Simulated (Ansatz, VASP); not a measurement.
# Two plane-wave programs on GaSb3

```
Ga Sb
1.0
     0.00000    3.68151    3.58577
     3.68151    0.00000    3.58577
     3.68151    3.68151    0.00000
Ga Sb
1 3
Direct
  0.00000 0.00000 0.00000
  0.26143 0.23857 0.23857
  0.73857 0.76143 0.76143
  0.50000 0.50000 0.50000
```

Change from the starting cell: mode 4 frozen in at -0.082 Å, equal normal strain along x and y +0.0267.

Alike in both runs: task single point; functional PBEsol; dispersion D3(BJ); k mesh 10 × 10 × 10; occupations gaussian, width 0.15 eV; no spin polarisation.

|  | VASP | Ansatz |
| --- | --- | --- |
| version | VASP 6.6.1 | Ansatz 0.2.0 |
| potentials or method | VASP PAW PBE potentials, release 64 (Ga_d, Sb), cutoff 520 eV | scalar-relativistic, plane waves, PAW |
| valence electrons in the cell | 28 | 58 |

|  | VASP | Ansatz | Ansatz less VASP |
| --- | --- | --- | --- |
| gap on the k mesh at the Fermi level (eV) | none | none | - |
| pressure (GPa) | -3.1 | -3.1 | -0.01 |
| traceless stress, the component that is largest in VASP (GPa) | -0.65 | -0.64 | +0.012 |
| rms of the force components (eV/Å) | 0.098 | 0.097 | -0.0017 |

VASP's potentials were made for PBE, not for PBEsol, and Ansatz warns of the same on its side. Atom by atom the forces differ by 0.002 eV/Å (rms over components). A gap of «none» marks a metal or a gap that the smearing closes. VASP's potentials hold 28 valence electrons a cell and Ansatz's 58, so a difference there can come from the potentials and not from the codes.

Neither program's run includes spin-orbit coupling.
